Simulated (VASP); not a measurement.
# Fe (Im-3m) in VASP: a series of runs, part 2 of 2

VASP 6.6.1.

## Step 4: Single point, PBEsol, collinear spin, ferromagnetic start

Input file INCAR:

```
SYSTEM = Fe
  PREC = Accurate
  ENCUT = 520
  EDIFF = 1E-6
  ISMEAR = -1
  SIGMA = 0.003
  LREAL = .False.
  LASPH = .True.
  NELM = 150
  ALGO = Normal
  ISIF = 2
  LWAVE = .False.
  LCHARG = .True.
  ISPIN = 2
  MAGMOM = 4
  LORBIT = 11
  LMAXMIX = 4
  GGA = PS
  LELF = .True.
  LVHAR = .True.
  NBANDS = 14
```

Input file KPOINTS:

```
regular mesh
0
Gamma
  14 14 14
  0 0 0
```

Input file POSCAR:

```
Fe
1.0
   -1.4665000000      1.4665000000      1.4665000000
    1.4665000000     -1.4665000000      1.4665000000
    1.4665000000      1.4665000000     -1.4665000000
Fe
1
Direct
    0.0000000000      0.0000000000      0.0000000000
```

Potentials or basis: VASP PAW PBE potentials, release 64 (Fe).

Command:

```
$ cat potpaw_PBE.64/Fe/POTCAR > POTCAR
$ mpirun -np 1 vasp_std > vasp.out
```

OUTCAR:

```text
SYSTEM = Fe
   PREC = Accurate
   ENCUT = 520
   EDIFF = 1E-6
   ISMEAR = -1
   LREAL = .False.
   LASPH = .True.
   NELM = 150
   ISIF = 2
   ISPIN = 2
   LORBIT = 11
   GGA = PS

 ion  position               nearest neighbor table
   1  0.000  0.000  0.000-

  LATTYP: Found a body centered cubic cell.
 ALAT       =     2.9330000000

  Lattice vectors:

 A1 = (  -1.4665000000,   1.4665000000,   1.4665000000)
 A2 = (   1.4665000000,  -1.4665000000,   1.4665000000)
 A3 = (   1.4665000000,   1.4665000000,  -1.4665000000)

Analysis of symmetry for initial positions (statically):
=====================================================================
 Subroutine PRICEL returns:
 Original cell was already a primitive cell.

 Routine SETGRP: Setting up the symmetry group for a
 body centered cubic supercell.

 Subroutine GETGRP returns: Found 48 space group operations
 (whereof 48 operations were pure point group operations)
 out of a pool of 48 trial point group operations.

The static configuration has the point symmetry O_h .

Analysis of symmetry for dynamics (positions and initial velocities):
=====================================================================
 Subroutine PRICEL returns:
 Original cell was already a primitive cell.

 Routine SETGRP: Setting up the symmetry group for a
 body centered cubic supercell.

 Subroutine GETGRP returns: Found 48 space group operations
 (whereof 48 operations were pure point group operations)
 out of a pool of 48 trial point group operations.

The dynamic configuration has the point symmetry O_h .

Analysis of structural, dynamic, and magnetic symmetry:
=====================================================================
 Subroutine PRICEL returns:
 Original cell was already a primitive cell.

 Routine SETGRP: Setting up the symmetry group for a
 body centered cubic supercell.

 Subroutine GETGRP returns: Found 48 space group operations
 (whereof 48 operations were pure point group operations)
 out of a pool of 48 trial point group operations.

The overall configuration has the point symmetry O_h .

[... 160 lines left out ...]
      7      28.5564      0.00000
      8      28.5564      0.00000
      9      28.5564      0.00000
     10      33.0324      0.00000
     11      33.0324      0.00000
     12      34.6005      0.00000
     13      34.6005      0.00000
     14      34.6005      0.00000
[... 379 lines left out ...]
      3       2.0067      1.00000
      4       3.7090      1.00000
      5       3.8752      1.00000
      6       9.7629      0.00000
      7      11.3920      0.00000
      8      13.5506      0.00000
      9      22.2940      0.00000
     10      30.7121      0.00000
     11      32.2072      0.00000
     12      38.1336      0.00000
     13      41.5745      0.00000
     14      45.4218      0.00000

 [... further k-points ...]

 spin component 2

 k-point     1 :       0.0000    0.0000    0.0000
  band No.  band energies     occupation
      1      -3.0096      1.00000
      2       4.7339      0.00000
      3       4.7339      0.00000
      4       4.7339      0.00000
      5       6.4194      0.00000
      6       6.4194      0.00000
      7      28.4123      0.00000
      8      28.4123      0.00000
      9      28.4123      0.00000
     10      33.2716      0.00000
     11      33.2716      0.00000
     12      35.5550      0.00000
     13      35.7382      0.00000
     14      35.7382      0.00000
[... 379 lines left out ...]
      3       3.6582      1.00000
      4       6.4128      0.00000
      5       6.5912      0.00000
      6      11.0610      0.00000
      7      12.6546      0.00000
      8      14.5360      0.00000
      9      22.9166      0.00000
     10      30.9822      0.00000
     11      32.4357      0.00000
     12      39.0502      0.00000
     13      42.1296      0.00000
     14      45.9429      0.00000

 [... further k-points ...]

------------------------ aborting loop because EDIFF is reached ----------------------------------------

  FORCE on cell =-STRESS in cart. coord.  units (eV):
  Direction    XX          YY          ZZ          XY          YZ          ZX
  --------------------------------------------------------------------------------------
  -------------------------------------------------------------------------------------
  Total       -1.5944873     -1.5944873     -1.5944873     -0.0000000     -0.0000000      0.0000000
  in kB     -202.5001965   -202.5001965   -202.5001965     -0.0000000     -0.0000000      0.0000000
  external PRESSURE =    -202.5001965 kB  Pullay stress =       0.0000000 kB

 VOLUME and BASIS-vectors are now :
 -----------------------------------------------------------------------------
  energy-cutoff  :      520.00
  volume of cell :       12.62
      direct lattice vectors                 reciprocal lattice vectors
    -1.466500000  1.466500000  1.466500000     0.000000000  0.340947835  0.340947835
     1.466500000 -1.466500000  1.466500000     0.340947835  0.000000000  0.340947835
     1.466500000  1.466500000 -1.466500000     0.340947835  0.340947835  0.000000000

 POSITION                                       TOTAL-FORCE (eV/Angst)
 -----------------------------------------------------------------------------------
      0.00000      0.00000      0.00000        -0.000000      0.000000     -0.000000
 -----------------------------------------------------------------------------------
    total drift:                                0.000000     -0.000000     -0.000000

  FREE ENERGIE OF THE ION-ELECTRON SYSTEM (eV)
  ---------------------------------------------------
  free  energy   TOTEN  =        -8.7723791749 eV

  energy  without entropy=       -8.7723154033  energy(sigma->0) =       -8.77234729

 total charge

# of ion       s       p       d       tot
------------------------------------------
    1        0.448   0.456   6.172   7.076

 magnetization (x)

# of ion       s       p       d       tot
------------------------------------------
    1       -0.016  -0.050   2.569   2.503
```

stdout:

```text
POSCAR found type information on POSCAR Fe
 POSCAR found :  1 types and       1 ions
 scaLAPACK will be used
 -----------------------------------------------------------------------------
|                                                                             |
|                                                                             |
|     You enforced a specific xc type in the INCAR file but a different       |
|     I HOPE YOU KNOW WHAT YOU ARE DOING!                                     |
|                                                                             |
 -----------------------------------------------------------------------------

 LDA part: xc-table for (Slater+PW92), standard interpolation
 POSCAR, INCAR and KPOINTS ok, starting setup
 FFT: planning ... GRIDC
 FFT: planning ... GRID_SOFT
 FFT: planning ... GRID
 WAVECAR not read
 entering main loop
```

Run time: 25 s. Hardware: 1 thread of Intel Xeon Platinum 8488C (Sapphire Rapids), shared host; peak memory 0.15 GiB.

What came out:

```yaml
Free_energy: -8.7724 eV
Pressure: -20.3 GPa
Net_moment: 2.50 μB per cell
Site_moments: Fe +2.50 μB
Valence_electrons_inside_the_program's_atomic_spheres: Fe 7.08
```

Levels at points of the mesh, in eV from the Fermi level:
Spin up:
| k point | band 1 | band 2 | band 3 | band 4 | band 5 | band 6 | band 7 | band 8 | band 9 | band 10 |
| --- | --- | --- | --- | --- | --- | --- | --- | --- | --- | --- |
| (0.00, 0.00, 0.00) | -7.92 | -2.19 | -2.19 | -2.19 | -1.07 | -1.07 | 23.91 | 23.91 | 23.91 | 28.38 |
| (0.50, 0.00, 0.00) | -4.46 | -3.11 | -1.05 | -0.92 | 0.11 | 0.48 | 6.39 | 17.40 | 18.52 | 21.88 |
| (0.50, 0.50, 0.50) | -4.29 | -4.29 | -0.12 | -0.12 | -0.12 | 9.12 | 9.12 | 9.12 | 14.57 | 14.57 |
Spin down:
```tsv
k point	band 1	band 2	band 3	band 4	band 5	band 6	band 7	band 8
(0.00, 0.00, 0.00)	-7.66	0.08	0.08	0.08	1.77	1.77	23.76	23.76
(0.50, 0.00, 0.00)	-2.98	-1.05	0.67	1.67	1.99	2.73	7.97	17.51
(0.50, 0.50, 0.50)	-2.35	-2.35	2.46	2.46	2.46	9.51	9.51	9.51
```

Caveat: the PAW data sets were made with another functional, which shifts forces and pressure a little.
